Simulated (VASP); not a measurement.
# RePt2 (Immm) in VASP: single point with r2SCAN

Aim: the single point of RePt2 with r2SCAN.

All numbers are computed with VASP 6.6.1; they aren't measurements. Logs are shortened: lines on timing, memory, paths and dates and some standing lists are left out, and cuts for length are marked.

**1. The cell of the first run**

Symmetry: Immm, No. 71, orthorhombic system. Conventional cell: a = 2.783 Å, b = 3.909 Å, c = 8.198 Å, α = 90.00°, β = 90.00°, γ = 90.00°. Within 3.6 Å of Re (site symmetry mmm) lie 10 Pt at 2.75 to 2.76 Å and 2 Re at 2.78 Å. Pt (site symmetry mm2) has 7 Pt at 2.67 to 2.79 Å and 5 Re at 2.75 to 2.76 Å within 3.5 Å.

**2. Single point, r2SCAN**

The input, POSCAR:

```
RePt2
1.0
    0.0000000000     -0.0000002377      3.9092844876
    2.7834590702      0.0000000000      0.0000000000
    1.3917295351      4.0988775116     -1.9546419946
Re Pt
1 2
Direct
    0.0000000000      0.0000000000      0.0000000000
    0.3371984050      0.6628015950      0.6743968099
    0.6628015950      0.3371984050      0.3256031901
```

The input, INCAR.step1:

```
SYSTEM = RePt2
PREC = Accurate
ENCUT = 520
ISMEAR = 0
SIGMA = 0.0901
LREAL = .FALSE.
LASPH = .TRUE.
NELM = 60
NBANDS = 20
GGA = PE
ALGO = Normal
EDIFF = 1E-4
LWAVE = .TRUE.
LCHARG = .FALSE.
```

The input, INCAR.step2:

```
SYSTEM = RePt2
PREC = Accurate
ENCUT = 520
EDIFF = 1E-7
ISMEAR = 0
SIGMA = 0.0901
LREAL = .FALSE.
LASPH = .TRUE.
NELM = 60
ALGO = Normal
ISIF = 2
LWAVE = .FALSE.
LCHARG = .FALSE.
METAGGA = R2SCAN
LMIXTAU = .TRUE.
NBANDS = 20
ISTART = 1
```

The input, KPOINTS:

```
Automatic mesh
0
G
  7 7 7
  0 0 0
```

Potentials or basis: VASP PAW PBE potentials, release 64 (Re, Pt).

The run is started by

```
> cat potpaw_PBE.64/Re/POTCAR potpaw_PBE.64/Pt/POTCAR > POTCAR
> cp INCAR.step1 INCAR
> mpirun -np 1 vasp_std > vasp.out
> cp INCAR.step2 INCAR
> mpirun -np 1 vasp_std > vasp.out
```

OUTCAR:

```text
SYSTEM = RePt2
   PREC = Accurate
   ENCUT = 520
   EDIFF = 1E-7
   ISMEAR = 0
   LREAL = .FALSE.
   LASPH = .TRUE.
   NELM = 60
   ISIF = 2
   METAGGA = R2SCAN
   ISTART = 1

 ion  position               nearest neighbor table
   1  0.000  0.000  0.000-   3 2.75   2 2.75   3 2.75   2 2.75   2 2.75   3 2.75   3 2.75   2 2.75
                             3 2.76   2 2.76
   2  0.337  0.663  0.674-   3 2.67   1 2.75   1 2.75   1 2.75   1 2.75   1 2.76   3 2.79   3 2.79
                             3 2.79   3 2.79
   3  0.663  0.337  0.326-   2 2.67   1 2.75   1 2.75   1 2.75   1 2.75   1 2.76   2 2.79   2 2.79
                             2 2.79   2 2.79

  LATTYP: Found a body centered orthorhombic cell.
 ALAT       =     2.7834590702
 B/A-ratio  =     1.4044699020
 C/A-ratio  =     2.9451680728

  Lattice vectors:

 A1 = (  -1.3917295351,  -4.0988775116,   1.9546419946)
 A2 = (   1.3917295351,  -4.0988772739,  -1.9546424930)
 A3 = (   1.3917295351,   4.0988772739,   1.9546424930)

Analysis of symmetry for initial positions (statically):
=====================================================================
 Subroutine PRICEL returns:
 Original cell was already a primitive cell.

 Routine SETGRP: Setting up the symmetry group for a
 body centered orthorhombic supercell.

 Subroutine GETGRP returns: Found  8 space group operations
 (whereof  8 operations were pure point group operations)
 out of a pool of  8 trial point group operations.

The static configuration has the point symmetry D_2h.

Analysis of symmetry for dynamics (positions and initial velocities):
=====================================================================
 Subroutine PRICEL returns:
 Original cell was already a primitive cell.

 Routine SETGRP: Setting up the symmetry group for a
 body centered orthorhombic supercell.

 Subroutine GETGRP returns: Found  8 space group operations
 (whereof  8 operations were pure point group operations)
 out of a pool of  8 trial point group operations.

The dynamic configuration has the point symmetry D_2h.

 Subroutine INISYM returns: Found  8 space group operations
 (whereof  8 operations are pure point group operations),
 and found     1 'primitive' translations

----------------------------------------------------------------------------------------

                                     Primitive cell

  volume of cell :      44.6013

  direct lattice vectors                    reciprocal lattice vectors
     0.000000000 -0.000000238  3.909284488     0.000000000  0.121984604  0.255801294
     2.783459070  0.000000000  0.000000000     0.359265207 -0.121984620 -0.000000007
     1.391729535  4.098877512 -1.954641995     0.000000000  0.243969239  0.000000015

  length of vectors
     3.909284488  2.783459070  4.749561378     0.283398210  0.379409721  0.243969239

  position of ions in fractional coordinates (direct lattice)
     0.000000000  0.000000000  0.000000000
     0.337198405  0.662801595  0.674396810
     0.662801595  0.337198405  0.325603190

  ion indices of the primitive-cell ions
   primitive index   ion index
                 1           1
                 2           2
                 3           3

----------------------------------------------------------------------------------------

 KPOINTS: Automatic mesh

Automatic generation of k-mesh.
 Grid dimensions read from file:
 generate k-points for:    7    7    7

 Generating k-lattice:

  Cartesian coordinates                     Fractional coordinates (reciprocal lattice)
     0.000000000  0.017426372  0.036543042     0.142857143  0.000000000  0.000000000
     0.051323601 -0.017426374 -0.000000001     0.000000000  0.142857143  0.000000000
     0.000000000  0.034852748  0.000000002     0.000000000  0.000000000  0.142857143

  Length of vectors
     0.040485459  0.054201389  0.034852748

  Shift w.r.t. Gamma in fractional coordinates (k-lattice)
     0.000000000  0.000000000  0.000000000

 Subroutine IBZKPT returns following result:
 ===========================================

 Found     64 irreducible k-points:

 Following reciprocal coordinates:
            Coordinates               Weight
  0.000000  0.000000  0.000000      1.000000
  0.142857  0.000000 -0.000000      4.000000
  0.285714  0.000000  0.000000      4.000000
  0.428571  0.000000 -0.000000      4.000000
 -0.000000  0.142857  0.000000      4.000000
  0.142857  0.142857  0.000000      4.000000
[... 16 lines left out ...]
 -0.428571  0.428571  0.000000      8.000000
 -0.285714  0.428571 -0.000000      8.000000
 [... further k-points ...]
   k-points           NKPTS =     64   k-points in BZ     NKDIM =     64   number of bands    NBANDS=     20
   number of dos      NEDOS =    301   number of ions     NIONS =      3
   total plane-waves  NPLWV =  25920
   dimension x,y,z NGX =    30 NGY =   24 NGZ =   36
   dimension x,y,z NGXF=    60 NGYF=   48 NGZF=   72
   ions per type =               1   2
   NGX,Y,Z   is equivalent  to a cutoff of  12.76, 14.33, 12.60 a.u.
   NGXF,Y,Z  is equivalent  to a cutoff of  25.52, 28.67, 25.20 a.u.
 SYSTEM =  RePt2
   PREC   = accura    normal or accurate (medium, high low for compatibility)
   ISTART =      1    job   : 0-new  1-cont  2-samecut
   ICHARG =      0    charge: 1-file 2-atom 10-const
   ISPIN  =      1    spin polarized calculation?
   LNONCOLLINEAR =      F non collinear calculations
   LSORBIT =      F    spin-orbit coupling
   LASPH  =      T    aspherical Exc in radial PAW
   ENCUT  =  520.0 eV  38.22 Ry    6.18 a.u.   7.27  5.18  8.83*2*pi/ulx,y,z
   NELM   =     60;   NELMIN=  2; NELMDL=  0     # of ELM steps
   EDIFF  = 0.1E-06   stopping-criterion for ELM
   LREAL  =      F    real-space projection
   EDIFFG = 0.1E-05   stopping-criterion for IOM
   NSW    =      0    number of steps for IOM
   IBRION =     -1    ionic relax: 0-MD 1-quasi-New 2-CG
   NFREE  =      0    steps in history (QN), initial steepest desc. (CG)
   ISIF   =      2    stress and relaxation
   ISYM   =      2    0-nonsym 1-usesym 2-fastsym
   POTIM  = 0.5000    time-step for ionic-motion
   TEBEG  =    0.0;   TEEND  =   0.0 temperature during run
   PSTRESS=    0.0 pullay stress
   NELECT =      27.0000    total number of electrons
   NUPDOWN=      -1.0000    fix difference up-down
   EMIN   =  10.00;   EMAX   =-10.00  energy-range for DOS
   EFERMI =   0.00;   METHOD = LEGACY
   ISMEAR =     0;   SIGMA  =   0.09  broadening in eV -4-tet -1-fermi 0-gaus
   EFERMI_NEDOS =   21; number of points for ismear=-14 and -15
   IALGO  =     38    algorithm
   IMIX   =      4    mixing-type and parameters
     AMIX     =   0.40;   BMIX     =  1.00
     AMIX_MAG =   1.60;   BMIX_MAG =  1.00
  volume/ion in A,a.u.               =      14.87       100.33
  Fermi-wavevector in a.u.,A,eV,Ry     =   1.384885  2.617053 26.094705  1.917907
  Thomas-Fermi vector in A             =   2.509347
   LORBIT       =      0    0 simple, 1 ext, 2 COOP (PROOUT), +10 PAW based schemes
   METAGGA = R2SCAN    functional components
   LHFCALC =     F    Hartree Fock is set to
   AEXX    =    0.0000 exact exchange contribution
   IVDW    =     0    specifies the selected vdW correction
   LEPSILON=     F    determine dielectric tensor
   LRPA    =     F    only Hartree local field effects (RPA)
 non-spin polarized calculation
 Gauss-broadening in eV      SIGMA  =   0.09
  energy-cutoff  :      520.00
  volume of cell :       44.60
 maximum number of plane-waves:      1217
 NGX is ok and might be reduce to    30
   NGX = 15   NGY = 11   NGZ = 17

 number of electron      26.9999999 magnetization

 Free energy of the ion-electron system (eV)
  ---------------------------------------------------
  ext. energy  EPLUGINS =         0.00000000
  ---------------------------------------------------
  free energy    TOTEN  =      -155.73650874 eV

  energy without entropy =     -155.72570004  energy(sigma->0) =     -155.73110439

 E-fermi :  10.7462     XC(G=0): -14.8398

 val. band max:       10.7350486311   @ k =  -0.4286   0.2857   0.0000
 cond. band min:      10.7583252287   @ k =   0.0000  -0.4286   0.2857
 fundamental gap:      0.0232765976
 Fermi energy:        10.7461935844

 k-point     1 :       0.0000    0.0000    0.0000
  band No.  band energies     occupation
      1      -0.5313      2.00000
      2       4.0728      2.00000
      3       4.4357      2.00000
      4       5.0163      2.00000
      5       5.3570      2.00000
      6       6.0734      2.00000
[... 12 lines left out ...]
     19      19.8942      0.00000
     20      20.6060      0.00000

 k-point     2 :       0.1429    0.0000   -0.0000
  band No.  band energies     occupation
      1      -0.1646      2.00000
      2       3.8909      2.00000
      3       4.2089      2.00000
      4       4.8788      2.00000
      5       5.3982      2.00000
      6       6.0324      2.00000
[... 12 lines left out ...]
     19      17.2449      0.00000
     20      18.6457      0.00000

 k-point     3 :       0.2857    0.0000    0.0000
  band No.  band energies     occupation
      1       0.8554      2.00000
      2       3.2448      2.00000
      3       3.7537      2.00000
      4       4.8595      2.00000
      5       5.6126      2.00000
      6       6.0955      2.00000
[... 12 lines left out ...]
     19      17.7367      0.00000
     20      19.7537      0.00000

 k-point     4 :       0.4286    0.0000   -0.0000
  band No.  band energies     occupation
      1       2.2271      2.00000
      2       2.6296      2.00000
      3       3.3952      2.00000
      4       4.7413      2.00000
      5       5.4662      2.00000
      6       6.1860      2.00000
[... 12 lines left out ...]
     19      17.8854      0.00000
     20      22.8925      0.00000

 k-point     5 :      -0.0000    0.1429    0.0000
  band No.  band energies     occupation
      1       0.1094      2.00000
      2       4.3184      2.00000
      3       4.8269      2.00000
      4       4.9217      2.00000
      5       5.3037      2.00000
      6       5.3423      2.00000
[... 12 lines left out ...]
     19      19.4454      0.00000
     20      20.5113      0.00000

 k-point     6 :       0.1429    0.1429    0.0000
  band No.  band energies     occupation
      1       0.3114      2.00000
      2       4.5373      2.00000
      3       4.7351      2.00000
      4       4.8552      2.00000
      5       4.8584      2.00000
      6       5.8847      2.00000
[... 12 lines left out ...]
     19      17.7073      0.00000
     20      17.8953      0.00000

 k-point     7 :       0.2857    0.1429    0.0000
  band No.  band energies     occupation
      1       1.1401      2.00000
      2       3.8358      2.00000
      3       4.2799      2.00000
      4       5.1390      2.00000
      5       5.3318      2.00000
      6       5.6704      2.00000
[... 12 lines left out ...]
     19      17.4379      0.00000
     20      19.3856      0.00000
[... 277 lines left out ...]
 k-point    20 :       0.1429    0.4286   -0.0000
  band No.  band energies     occupation
      1       3.1049      2.00000
      2       3.2471      2.00000
      3       3.6958      2.00000
      4       3.9858      2.00000
      5       4.7244      2.00000
      6       5.8037      2.00000
[... 12 lines left out ...]
     19      18.3030      0.00000
     20      19.6103      0.00000

 k-point    21 :       0.2857    0.4286    0.0000
  band No.  band energies     occupation
      1       2.6951      2.00000
      2       3.5943      2.00000
      3       3.9296      2.00000
      4       4.4732      2.00000
      5       4.9558      2.00000
      6       6.1394      2.00000
[... 12 lines left out ...]
     19      17.8830      0.00000
     20      18.1481      0.00000

 k-point    22 :       0.4286    0.4286    0.0000
  band No.  band energies     occupation
      1       2.4768      2.00000
      2       4.1894      2.00000
      3       4.4393      2.00000
      4       5.0298      2.00000
      5       5.2618      2.00000
      6       5.9256      2.00000
[... 12 lines left out ...]
     19      18.4612      0.00000
     20      18.7361      0.00000

 k-point    23 :      -0.4286    0.4286    0.0000
  band No.  band energies     occupation
      1       2.7183      2.00000
      2       4.2435      2.00000
      3       4.4097      2.00000
      4       5.0306      2.00000
      5       5.3381      2.00000
      6       5.6347      2.00000
[... 12 lines left out ...]
     19      17.6288      0.00000
     20      19.0389      0.00000

 k-point    24 :      -0.2857    0.4286   -0.0000
  band No.  band energies     occupation
      1       3.3661      2.00000
      2       3.5908      2.00000
      3       3.7588      2.00000
      4       4.1332      2.00000
      5       5.1415      2.00000
      6       5.6517      2.00000
[... 12 lines left out ...]
     19      17.4871      0.00000
     20      19.6516      0.00000

 [... further k-points ...]
[... 5 lines left out ...]
  --------------------------------------------------------------------------------------
  -------------------------------------------------------------------------------------
  Total        0.1405963      0.1856414      0.1539309      0.0000000      0.0000000      0.0000000
  in kB        5.0505355      6.6686572      5.5295455      0.0000000      0.0000001      0.0000000
  external PRESSURE =       5.7495794 kB  Pullay stress =       0.0000000 kB

 VOLUME and BASIS-vectors are now :
 -----------------------------------------------------------------------------
  energy-cutoff  :      520.00
  volume of cell :       44.60
      direct lattice vectors                 reciprocal lattice vectors
     0.000000000 -0.000000238  3.909284488     0.000000000  0.121984604  0.255801294
     2.783459070  0.000000000  0.000000000     0.359265207 -0.121984620 -0.000000007
     1.391729535  4.098877512 -1.954641995     0.000000000  0.243969239  0.000000015

 POSITION                                       TOTAL-FORCE (eV/Angst)
 -----------------------------------------------------------------------------------
      0.00000      0.00000      0.00000         0.000000      0.000000      0.000000
      2.78346      2.76427      0.00000         0.000000     -0.004343     -0.000000
      1.39173      1.33461      1.95464         0.000000      0.004343      0.000000
 -----------------------------------------------------------------------------------
    total drift:                                0.000000      0.000000     -0.000000

  FREE ENERGIE OF THE ION-ELECTRON SYSTEM (eV)
  ---------------------------------------------------
  free  energy   TOTEN  =      -155.7365087354 eV

  energy  without entropy=     -155.7257000423  energy(sigma->0) =     -155.73110439
```

Run time: 2.7 min. Hardware: 1 thread of AMD EPYC 9R45 (Zen 5), shared host; peak memory 0.17 GiB.

What came out:

* Free energy: -155.7365 eV
* Pressure: 0.6 GPa
* Largest force: 0.004 eV/Å

Forces on the atoms (eV/Å):
```
Re   0.000  0.000  0.000
Pt   0.000 -0.004  0.000
Pt   0.000  0.004  0.000
```

Levels at points of the mesh, in eV from the Fermi level:
| k point | band 11 | band 12 | band 13 | band 14 | band 15 | band 16 | band 17 | band 18 |
| --- | --- | --- | --- | --- | --- | --- | --- | --- |
| (0.00, 0.00, 0.00) | -2.95 | -2.56 | -1.49 | -1.36 | 0.20 | 1.44 | 4.42 | 5.90 |

Caveat: the PAW data sets were made with another functional, which shifts forces and pressure a little; spin-orbit coupling is left out, which moves the levels of the heavy elements.
